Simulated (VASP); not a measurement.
Runs of VASP 6.6.1 on YAl2N3. The structure is that of space group P4/mmm (No. 123), or close to it. The cells are those of the table. 

| task | cell | k mesh | cutoff (eV) | gap on the mesh (eV) | pressure (GPa) | relaxed volume (Å³/atom) | largest force (eV/Å) |
| --- | --- | --- | --- | --- | --- | --- | --- |
| single point | a = 3.548, b = 3.548, c = 5.854 Å, 6 atoms | 10 × 10 × 6 | 520 | none | -0.1 | - | 0.01 |
| relaxation of cell and atoms | relaxed from a = 3.543, b = 3.543, c = 5.864 Å, 6 atoms | 10 × 10 × 6 | 600 | none | 0.0 | (a) | 0.01 |
| relaxation of cell and atoms | relaxed from a = 3.530, b = 3.530, c = 5.916 Å, angles 90.0, 90.0, 90.7°, 6 atoms | 6 × 6 × 4 | 600 | none | 0.1 | 12.25 | 0.02 |
| single point | a = 5.916, b = 3.530, c = 3.530 Å, angles 89.3, 90.0, 90.0°, 6 atoms | 4 × 4 × 4 | 520 | none | -0.3 | - | 0.01 |
| single point | a = 3.543, b = 3.543, c = 5.864 Å, angles 90.0, 90.0, 90.4°, 6 atoms | 6 × 6 × 4 | 520 | none | 0.0 | - | 0.02 |

Alike in all rows: level PBE; potentials or basis VASP PAW PBE potentials, release 64 (Y_sv, Al, N); no spin polarisation; smearing gaussian 0.1 eV.

Estimate the missing entries.

(a) 12.26.

Caveats: some runs use coarse meshes.

A k mesh can miss the band edges, and the runs leave out spin-orbit coupling on Y.

A gap of «none» marks levels without a gap at the run's occupations.
